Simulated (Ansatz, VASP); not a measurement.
## One calculation of MgO2, two programs

File INCAR:

```
SYSTEM = MgO2
  PREC = Accurate
  ENCUT = 520
  EDIFF = 1E-6
  ISMEAR = 0
  SIGMA = 0.05
  LREAL = .FALSE.
  LASPH = .TRUE.
  NELM = 80
  ALGO = Normal
  ISIF = 2
  LWAVE = .FALSE.
  LCHARG = .TRUE.
  GGA = PS
  LELF = .TRUE.
  LVHAR = .TRUE.
  NBANDS = 14
```

KPOINTS

```
regular mesh
0
G
  12 12 12
  0 0 0
```

The input POSCAR:

```
MgO2
1.0
    1.5646419906      0.9033464745      3.4939788749
   -1.5646419906      0.9033464745      3.4939788749
    0.0000000000     -1.8066929489      3.4939788749
Mg O
1 2
Direct
    0.0000000000      0.0000000000      0.0000000000
    0.4287860000      0.4287860000      0.4287860000
    0.5712140000      0.5712140000      0.5712140000
```

Input for Ansatz:

```yaml
crystal:
  lattice:
    - [1.5646419906, 0.9033464745, 3.4939788749]
    - [-1.5646419906, 0.9033464745, 3.4939788749]
    - [0.0, -1.8066929489, 3.4939788749]
  atoms:
    - { symbol: Mg, position: [0.0, 0.0, 0.0] }
    - { symbol: O, position: [0.428786, 0.428786, 0.428786] }
    - { symbol: O, position: [0.571214, 0.571214, 0.571214] }
basis:
  ecutwfc: 420
kpoints:
  mp_grid: { grid: [12, 12, 12] }
hamiltonian:
  xc: pbesol
scf:
  occupations: { method: gaussian, width: 0.05 }
output:
  forces: true
  stress: true
  eigenvalues: true
```

Change from the starting cell: strain -0.025 along x and y, +0.000 along z, atoms carried along.

Alike in both runs: task single point; functional PBEsol; k mesh 12 × 12 × 12; occupations gaussian, width 0.05 eV; no spin polarisation.

|  | VASP | Ansatz |
| --- | --- | --- |
| version | VASP 6.6.1 | Ansatz 0.2.0 |
| potentials or method | VASP PAW PBE potentials, release 64 (Mg, O), cutoff 520 eV | scalar-relativistic, plane waves, PAW |
| valence electrons in the cell | 14 | 22 |

```csv
,VASP,Ansatz,Ansatz less VASP
gap on the k mesh at the Fermi level (eV),2.13,2.16,+0.027
least direct gap on the mesh (eV),2.13,2.16,+0.027
pressure (GPa),0.4,0.5,+0.13
"traceless stress, the component that is largest in VASP (GPa)",-5.56,-6.61,-1.044
rms of the force components (eV/Å),0.215,0.298,+0.0833
```

VASP's potentials were made for PBE, not for PBEsol. Atom by atom the forces differ by 0.083 eV/Å (rms over components). The functional is the same, so the differences come from potentials, cutoffs and numerics. VASP's potentials hold 14 valence electrons a cell and Ansatz's 22, so a difference there can come from the potentials and not from the codes.
